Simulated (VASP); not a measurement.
# WS2 in VASP: a series of runs, part 2 of 2

VASP 6.6.1. Earlier steps stand in the parts before.

## (3) Single point, PBEsol

File INCAR:

```
  ALGO = Normal
  EDIFF = 1E-6
  ENCUT = 520
  GGA = PS
  ISIF = 2
  ISMEAR = 0
  LASPH = T
  LCHARG = F
  LREAL = F
  LWAVE = F
  NBANDS = 49
  NELM = 60
  PREC = Accurate
  SIGMA = 0.02
```

File KPOINTS:

```
k-points
0
Gamma
  12 12 1
```

File POSCAR:

```
WS2
1.0
    3.1829541699      0.0000000000      0.0000000000
   -1.5914770850      2.7565191702      0.0000000000
    0.0000000000      0.0000000000     28.5322178600
W S
3 6
Direct
    0.6666666700      0.3333333300      0.6592864300
    0.3333333300      0.6666666700      0.8855337800
    0.3333333300      0.6666666700      0.4343616800
    0.6666666700      0.3333333300      0.9401857300
    0.6666666700      0.3333333300      0.4890304200
    0.3333333300      0.6666666700      0.7139522100
    0.6666666700      0.3333333300      0.8308482800
    0.6666666700      0.3333333300      0.3797102500
    0.3333333300      0.6666666700      0.6046252100
```

Potentials or basis: VASP PAW PBE potentials, release 64 (W_sv, S).

Started as:

```bash
$ cat potpaw_PBE.64/W_sv/POTCAR potpaw_PBE.64/S/POTCAR > POTCAR
$ mpirun -np 1 vasp_std > vasp.out
```

OUTCAR:

```text
EDIFF = 1E-6
   ENCUT = 520
   GGA = PS
   ISIF = 2
   ISMEAR = 0
   LASPH = T
   LREAL = F
   NELM = 60
   PREC = Accurate

 ion  position               nearest neighbor table
   1  0.667  0.333  0.659-   9 2.41   9 2.41   9 2.41   6 2.41   6 2.41   6 2.41
   2  0.333  0.667  0.886-   4 2.41   4 2.41   4 2.41   7 2.41   7 2.41   7 2.41
   3  0.333  0.667  0.434-   8 2.41   8 2.41   8 2.41   5 2.41   5 2.41   5 2.41
   4  0.667  0.333  0.940-   2 2.41   2 2.41   2 2.41
   5  0.667  0.333  0.489-   3 2.41   3 2.41   3 2.41
   6  0.333  0.667  0.714-   1 2.41   1 2.41   1 2.41
   7  0.667  0.333  0.831-   2 2.41   2 2.41   2 2.41
   8  0.667  0.333  0.380-   3 2.41   3 2.41   3 2.41
   9  0.333  0.667  0.605-   1 2.41   1 2.41   1 2.41

  LATTYP: Found a hexagonal cell.
 ALAT       =     3.1829541699
 C/A-ratio  =     8.9640680754

  Lattice vectors:

 A1 = (   3.1829541699,   0.0000000000,   0.0000000000)
 A2 = (  -1.5914770850,   2.7565191702,   0.0000000000)
 A3 = (   0.0000000000,   0.0000000000,  28.5322178600)

Analysis of symmetry for initial positions (statically):
=====================================================================
 Subroutine PRICEL returns:
 Original cell was already a primitive cell.

 Routine SETGRP: Setting up the symmetry group for a
 hexagonal supercell.

 Subroutine GETGRP returns: Found  6 space group operations
 (whereof  6 operations were pure point group operations)
 out of a pool of 24 trial point group operations.

The static configuration has the point symmetry C_3v.

Analysis of symmetry for dynamics (positions and initial velocities):
=====================================================================
 Subroutine PRICEL returns:
 Original cell was already a primitive cell.

 Routine SETGRP: Setting up the symmetry group for a
 hexagonal supercell.

 Subroutine GETGRP returns: Found  6 space group operations
 (whereof  6 operations were pure point group operations)
 out of a pool of 24 trial point group operations.

The dynamic configuration has the point symmetry C_3v.

 Subroutine INISYM returns: Found  6 space group operations
 (whereof  6 operations are pure point group operations),
 and found     1 'primitive' translations

----------------------------------------------------------------------------------------

                                     Primitive cell

  volume of cell :     250.3381

  direct lattice vectors                    reciprocal lattice vectors
     3.182954170  0.000000000  0.000000000     0.314173547  0.181388182  0.000000000
    -1.591477085  2.756519170  0.000000000     0.000000000  0.362776363  0.000000000
     0.000000000  0.000000000 28.532217860     0.000000000  0.000000000  0.035048099

  length of vectors
     3.182954170  3.182954170 28.532217860     0.362776363  0.362776363  0.035048099

  position of ions in fractional coordinates (direct lattice)
     0.666666670  0.333333330  0.659286430
     0.333333330  0.666666670  0.885533780
     0.333333330  0.666666670  0.434361680
     0.666666670  0.333333330  0.940185730
     0.666666670  0.333333330  0.489030420
     0.333333330  0.666666670  0.713952210
[... 47 lines left out ...]
  0.250000  0.000000  0.000000      6.000000
  0.333333  0.000000  0.000000      6.000000
  0.416667  0.000000  0.000000      6.000000
[... 11 lines left out ...]
  0.333333  0.250000  0.000000     12.000000
  0.333333  0.333333  0.000000      2.000000
   k-points           NKPTS =     19   k-points in BZ     NKDIM =     19   number of bands    NBANDS=     49
   number of dos      NEDOS =    301   number of ions     NIONS =      9
   total plane-waves  NPLWV = 124416
   dimension x,y,z NGX =    24 NGY =   24 NGZ =  216
   dimension x,y,z NGXF=    48 NGYF=   48 NGZF=  432
   ions per type =               3   6
   NGX,Y,Z   is equivalent  to a cutoff of  12.54, 12.54, 12.59 a.u.
   NGXF,Y,Z  is equivalent  to a cutoff of  25.07, 25.07, 25.17 a.u.
 SYSTEM =  unknown system
   PREC   = accura    normal or accurate (medium, high low for compatibility)
   ISTART =      0    job   : 0-new  1-cont  2-samecut
   ICHARG =      2    charge: 1-file 2-atom 10-const
   ISPIN  =      1    spin polarized calculation?
   LNONCOLLINEAR =      F non collinear calculations
   LSORBIT =      F    spin-orbit coupling
   LASPH  =      T    aspherical Exc in radial PAW
   ENCUT  =  520.0 eV  38.22 Ry    6.18 a.u.   5.92  5.92 53.05*2*pi/ulx,y,z
   NELM   =     60;   NELMIN=  2; NELMDL= -5     # of ELM steps
   EDIFF  = 0.1E-05   stopping-criterion for ELM
   LREAL  =      F    real-space projection
   EDIFFG = 0.1E-04   stopping-criterion for IOM
   NSW    =      0    number of steps for IOM
   IBRION =     -1    ionic relax: 0-MD 1-quasi-New 2-CG
   NFREE  =      0    steps in history (QN), initial steepest desc. (CG)
   ISIF   =      2    stress and relaxation
   ISYM   =      2    0-nonsym 1-usesym 2-fastsym
   POTIM  = 0.5000    time-step for ionic-motion
   TEBEG  =    0.0;   TEEND  =   0.0 temperature during run
   PSTRESS=    0.0 pullay stress
   NELECT =      78.0000    total number of electrons
   NUPDOWN=      -1.0000    fix difference up-down
   EMIN   =  10.00;   EMAX   =-10.00  energy-range for DOS
   EFERMI =   0.00;   METHOD = LEGACY
   ISMEAR =     0;   SIGMA  =   0.02  broadening in eV -4-tet -1-fermi 0-gaus
   EFERMI_NEDOS =   21; number of points for ismear=-14 and -15
   IALGO  =     38    algorithm
   IMIX   =      4    mixing-type and parameters
     AMIX     =   0.40;   BMIX     =  1.00
     AMIX_MAG =   1.60;   BMIX_MAG =  1.00
  volume/ion in A,a.u.               =      27.82       187.71
  Fermi-wavevector in a.u.,A,eV,Ry     =   1.109849  2.097311 16.759190  1.231766
  Thomas-Fermi vector in A             =   2.246394
   LORBIT       =      0    0 simple, 1 ext, 2 COOP (PROOUT), +10 PAW based schemes
   GGA     = PS    functional components
   LHFCALC =     F    Hartree Fock is set to
   AEXX    =    0.0000 exact exchange contribution
   IVDW    =     0    specifies the selected vdW correction
   LEPSILON=     F    determine dielectric tensor
   LRPA    =     F    only Hartree local field effects (RPA)
 non-spin polarized calculation
 Gauss-broadening in eV      SIGMA  =   0.02
  energy-cutoff  :      520.00
  volume of cell :      250.34
 maximum number of plane-waves:      6780
 NGX is ok and might be reduce to    24
   NGX = 11   NGY = 11   NGZ =107

 number of electron      78.0000002 magnetization

 Free energy of the ion-electron system (eV)
  ---------------------------------------------------
  ext. energy  EPLUGINS =         0.00000000
  ---------------------------------------------------
  free energy    TOTEN  =       -75.76098385 eV

  energy without entropy =      -75.76098385  energy(sigma->0) =      -75.76098385

 E-fermi :   2.7890     XC(G=0):  -7.5414

 val. band max:        2.6599784309   @ k =   0.0000   0.0000   0.0000
 cond. band min:       3.9978267300   @ k =   0.3333   0.3333   0.0000
 fundamental gap:      1.3378482991
 Fermi energy:         2.7889632545

 k-point     1 :       0.0000    0.0000    0.0000
  band No.  band energies     occupation
      1     -71.7411      2.00000
      2     -71.7401      2.00000
      3     -71.7400      2.00000
      4     -35.9875      2.00000
      5     -35.9865      2.00000
      6     -35.9863      2.00000
[... 977 lines left out ...]
     48       6.2831      0.00000
     49       7.7011      0.00000

------------------------ aborting loop because EDIFF is reached ----------------------------------------

  FORCE on cell =-STRESS in cart. coord.  units (eV):
  Direction    XX          YY          ZZ          XY          YZ          ZX
  --------------------------------------------------------------------------------------
  -------------------------------------------------------------------------------------
  Total       -3.7220441     -3.7220441     -1.0739195      0.0000000      0.0000000      0.0000000
  in kB      -23.8212840    -23.8212840     -6.8731427      0.0000000      0.0000000      0.0000000
  external PRESSURE =     -18.1719035 kB  Pullay stress =       0.0000000 kB

 VOLUME and BASIS-vectors are now :
 -----------------------------------------------------------------------------
  energy-cutoff  :      520.00
  volume of cell :      250.34
      direct lattice vectors                 reciprocal lattice vectors
     3.182954170  0.000000000  0.000000000     0.314173547  0.181388182  0.000000000
    -1.591477085  2.756519170  0.000000000     0.000000000  0.362776363  0.000000000
     0.000000000  0.000000000 28.532217860     0.000000000  0.000000000  0.035048099

 POSITION                                       TOTAL-FORCE (eV/Angst)
 -----------------------------------------------------------------------------------
      1.59148      0.91884     18.81090         0.000000      0.000000      0.003892
     -0.00000      1.83768     25.26624         0.000000     -0.000000     -0.002484
     -0.00000      1.83768     12.39330        -0.000000     -0.000000     -0.006724
      1.59148      0.91884     26.82558         0.000000     -0.000000     -0.100171
      1.59148      0.91884     13.95312        -0.000000     -0.000000     -0.081571
     -0.00000      1.83768     20.37064        -0.000000      0.000000     -0.079679
      1.59148      0.91884     23.70594        -0.000000      0.000000      0.088549
      1.59148      0.91884     10.83398         0.000000      0.000000      0.098963
     -0.00000      1.83768     17.25130        -0.000000     -0.000000      0.079224
 -----------------------------------------------------------------------------------
    total drift:                                0.000002     -0.000001     -0.000315

  FREE ENERGIE OF THE ION-ELECTRON SYSTEM (eV)
  ---------------------------------------------------
  free  energy   TOTEN  =       -75.7609838514 eV

  energy  without entropy=      -75.7609838514  energy(sigma->0) =      -75.76098385
```

Run time: 3.8 min. Hardware: 1 thread of AMD EPYC 9R45 (Zen 5), shared host; peak memory 0.41 GiB.

What came out:

```
Free energy            : -75.7610 eV
Largest force          : 0.100 eV/Å
Band gap on the k mesh : 1.34 eV (least direct gap 1.75 eV)
```

Forces in eV/Å, atoms in the order of the input:
```
W    0.000  0.000  0.004
W    0.000  0.000 -0.002
W    0.000  0.000 -0.007
S    0.000  0.000 -0.100
S    0.000  0.000 -0.082
S    0.000  0.000 -0.080
S    0.000  0.000  0.089
S    0.000  0.000  0.099
S    0.000  0.000  0.079
```

Levels at points of the mesh, in eV from the valence-band top:
```tsv
k point	band 35	band 36	band 37	band 38	band 39	band 40	band 41	band 42	band 43	band 44
(0.00, 0.00, 0.00)	-2.08	-1.91	-0.70	-0.30	0.00	2.45	2.45	2.45	2.45	2.45
(0.50, 0.00, 0.00)	-1.72	-1.68	-1.43	-1.38	-1.35	2.39	2.40	2.41	2.79	2.86
```

Caveat: the PAW data sets were made with another functional, which shifts forces and pressure a little; spin-orbit coupling is left out, which moves the levels of the heavy elements.

## (4) Single point, PBEsol

File INCAR:

```
PREC = Accurate
ENCUT = 520
EDIFF = 1E-7
ISMEAR = 0
SIGMA = 0.02
LREAL = F
LASPH = T
NELM = 100
ALGO = Normal
ISIF = 2
LWAVE = F
LCHARG = F
GGA = PS
NBANDS = 49
```

File KPOINTS:

```
regular mesh
0
Gamma
  12 12 1
```

File POSCAR:

```
WS2
1.0
    3.1829541699      0.0000000000      0.0000000000
   -1.5914770850      2.7565191702      0.0000000000
    0.0000000000      0.0000000000     28.5322178600
W S
3 6
Direct
    0.6666666667      0.3333333333      0.6592864300
    0.3333333333      0.6666666667      0.8855337800
    0.3333333333      0.6666666667      0.4343616800
    0.6666666667      0.3333333333      0.9401857300
    0.6666666667      0.3333333333      0.4890304200
    0.3333333333      0.6666666667      0.7139522100
    0.6666666667      0.3333333333      0.8308482800
    0.6666666667      0.3333333333      0.3797102500
    0.3333333333      0.6666666667      0.6046252100
```

Potentials or basis: VASP PAW PBE potentials, release 64 (W_sv, S).

Started as:

```bash
$ cat potpaw_PBE.64/W_sv/POTCAR potpaw_PBE.64/S/POTCAR > POTCAR
$ mpirun -np 1 vasp_std > vasp.out
```

OUTCAR:

```text
PREC = Accurate
   ENCUT = 520
   EDIFF = 1E-7
   ISMEAR = 0
   LREAL = F
   LASPH = T
   NELM = 100
   ISIF = 2
   GGA = PS

 ion  position               nearest neighbor table
   1  0.667  0.333  0.659-   9 2.41   9 2.41   9 2.41   6 2.41   6 2.41   6 2.41
   2  0.333  0.667  0.886-   4 2.41   4 2.41   4 2.41   7 2.41   7 2.41   7 2.41
   3  0.333  0.667  0.434-   8 2.41   8 2.41   8 2.41   5 2.41   5 2.41   5 2.41
   4  0.667  0.333  0.940-   2 2.41   2 2.41   2 2.41
   5  0.667  0.333  0.489-   3 2.41   3 2.41   3 2.41
   6  0.333  0.667  0.714-   1 2.41   1 2.41   1 2.41
   7  0.667  0.333  0.831-   2 2.41   2 2.41   2 2.41
[... 1199 lines left out ...]
  external PRESSURE =     -18.1739543 kB  Pullay stress =       0.0000000 kB

 VOLUME and BASIS-vectors are now :
 -----------------------------------------------------------------------------
  energy-cutoff  :      520.00
  volume of cell :      250.34
      direct lattice vectors                 reciprocal lattice vectors
     3.182954170  0.000000000  0.000000000     0.314173547  0.181388182  0.000000000
    -1.591477085  2.756519170  0.000000000     0.000000000  0.362776363  0.000000000
     0.000000000  0.000000000 28.532217860     0.000000000  0.000000000  0.035048099

 POSITION                                       TOTAL-FORCE (eV/Angst)
 -----------------------------------------------------------------------------------
      1.59148      0.91884     18.81090        -0.000000     -0.000000      0.003891
     -0.00000      1.83768     25.26624         0.000000     -0.000000     -0.002491
     -0.00000      1.83768     12.39330        -0.000000      0.000000     -0.006721
      1.59148      0.91884     26.82558        -0.000000     -0.000000     -0.100163
      1.59148      0.91884     13.95312         0.000000     -0.000000     -0.081542
     -0.00000      1.83768     20.37064        -0.000000     -0.000000     -0.079643
      1.59148      0.91884     23.70594        -0.000000     -0.000000      0.088526
      1.59148      0.91884     10.83398        -0.000000      0.000000      0.098954
     -0.00000      1.83768     17.25130         0.000000     -0.000000      0.079189
 -----------------------------------------------------------------------------------
    total drift:                                0.000000      0.000000     -0.000322

  FREE ENERGIE OF THE ION-ELECTRON SYSTEM (eV)
  ---------------------------------------------------
  free  energy   TOTEN  =       -75.7609843297 eV

  energy  without entropy=      -75.7609843297  energy(sigma->0) =      -75.76098433
```

OSZICAR:

```text
N       E                     dE             d eps       ncg     rms          rms(c)
DAV:   1     0.778854977635E+03    0.77885E+03   -0.41855E+04  2142   0.147E+03
DAV:   2    -0.224406950903E+02   -0.80130E+03   -0.77609E+03  2199   0.395E+02
DAV:   3    -0.775110536479E+02   -0.55070E+02   -0.54075E+02  2300   0.988E+01
[... 18 lines left out ...]
DAV:  22    -0.757609796980E+02   -0.77429E-05   -0.16088E-07  1540   0.116E-03    0.138E-03
DAV:  23    -0.757609827194E+02   -0.30214E-05   -0.48213E-08  1476   0.764E-04    0.880E-04
DAV:  24    -0.757609838671E+02   -0.11477E-05   -0.26969E-08  1396   0.529E-04    0.528E-04
DAV:  25    -0.757609842904E+02   -0.42329E-06   -0.11654E-08  1316   0.268E-04    0.314E-04
DAV:  26    -0.757609843297E+02   -0.39310E-07   -0.12877E-09  1164   0.140E-04
   1 F= -.75760984E+02 E0= -.75760984E+02  d E =-.985807E-22
```

It took 4.1 min on 1 thread of AMD EPYC 9R45 (Zen 5), shared host; peak memory 0.41 GiB.

What came out:

```yaml
Free_energy: -75.7610 eV
Largest_force: 0.100 eV/Å
Band_gap_on_the_k_mesh: 1.34 eV (least direct gap 1.75 eV)
```

Forces on the atoms (eV/Å):
```
W    0.000  0.000  0.004
W    0.000  0.000 -0.002
W    0.000  0.000 -0.007
S    0.000  0.000 -0.100
S    0.000  0.000 -0.082
S    0.000  0.000 -0.080
S    0.000  0.000  0.089
S    0.000  0.000  0.099
S    0.000  0.000  0.079
```

Levels at points of the mesh, in eV from the valence-band top:
```tsv
k point	band 35	band 36	band 37	band 38	band 39	band 40	band 41	band 42	band 43	band 44
(0.00, 0.00, 0.00)	-2.08	-1.91	-0.70	-0.30	0.00	2.45	2.45	2.45	2.45	2.45
(0.50, 0.00, 0.00)	-1.72	-1.68	-1.43	-1.38	-1.35	2.39	2.40	2.41	2.79	2.86
```

Caveat: the PAW data sets were made with another functional, which shifts forces and pressure a little; spin-orbit coupling is left out, which moves the levels of the heavy elements.
